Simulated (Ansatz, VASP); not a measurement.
## MgSe5: VASP beside Ansatz

The input INCAR:

```
ALGO     = Normal         # electronic algorithm
EDIFF    = 1E-6           # SCF threshold, eV
EDIFFG   = -0.04          # ionic threshold
ENCUT    = 600            # plane-wave cutoff, eV
GGA      = PE             # functional
IBRION   = 2              # ionic algorithm
ISIF     = 3              # what is computed and relaxed
ISMEAR   = 0              # smearing method
LASPH    = True           # aspherical terms in the spheres
LCHARG   = False          # write CHGCAR
LREAL    = False          # projectors in reciprocal space
LWAVE    = False          # write WAVECAR
NELM     = 100            # most SCF steps
NSW      = 90             # ionic steps
PREC     = Accurate       # precision mode
SIGMA    = 0.1            # smearing width, eV
```

Contents of KPOINTS:

```
k-points
0
Gamma
  4 4 4
```

File POSCAR:

```
MgSe5
1.0
    0.0000000000      4.2981067400      4.2981067400
    4.2981067400      0.0000000000      4.2981067400
    4.2981067400      4.2981067400      0.0000000000
Mg Se
1 5
Direct
    0.0000000000      0.0000000000      0.0000000000
    0.7500000000      0.7500000000      0.7500000000
    0.3750000000      0.3750000000      0.8750000000
    0.3750000000      0.8750000000      0.3750000000
    0.8750000000      0.3750000000      0.3750000000
    0.3750000000      0.3750000000      0.3750000000
```

Input for Ansatz:

```yaml
crystal:
  lattice:
    - [0.0, 4.29810674, 4.29810674]
    - [4.29810674, 0.0, 4.29810674]
    - [4.29810674, 4.29810674, 0.0]
  atoms:
    - { symbol: Mg, position: [0.0, 0.0, 0.0] }
    - { symbol: Se, position: [0.75, 0.75, 0.75] }
    - { symbol: Se, position: [0.375, 0.375, 0.875] }
    - { symbol: Se, position: [0.375, 0.875, 0.375] }
    - { symbol: Se, position: [0.875, 0.375, 0.375] }
    - { symbol: Se, position: [0.375, 0.375, 0.375] }
basis:
  ecutwfc: 420
kpoints:
  mp_grid: { grid: [4, 4, 4] }
hamiltonian:
  xc: pbe
scf:
  occupations: { method: gaussian, width: 0.1 }
  lower_state_search: "off"
output:
  forces: true
  stress: true
  eigenvalues: true
relax:
  adjacent_minimum: "off"
  f_tol: 0.04
  max_steps: 70
  cell: { stress_tol: 0.4 }
```

Change from the starting cell: species swapped into the ZrCu5 type (F-43m, No. 216).

Alike in both runs: task relaxation of cell and atoms; functional PBE; k mesh 4 × 4 × 4; occupations gaussian, width 0.1 eV; no spin polarisation.

|  | VASP | Ansatz |
| --- | --- | --- |
| version | VASP 6.6.1 | Ansatz 0.2.0 |
| potentials or method | VASP PAW PBE potentials, release 64 (Mg, Se), cutoff 600 eV | scalar-relativistic, plane waves, PAW |
| valence electrons in the cell | 32 | 90 |

|  | VASP | Ansatz | Ansatz less VASP |
| --- | --- | --- | --- |
| gap on the k mesh at the Fermi level, each at its own relaxed structure (eV) | none | none | - |
| relaxed volume (Å³/atom) | 22.55 | 22.47 | -0.087 |
| relaxed cell length with the largest relative difference (Å) | 5.763 | 5.755 | -0.0074 |

A gap of «none» marks a metal or a gap that the smearing closes. VASP's potentials hold 32 valence electrons a cell and Ansatz's 90, so a difference there can come from the potentials and not from the codes.
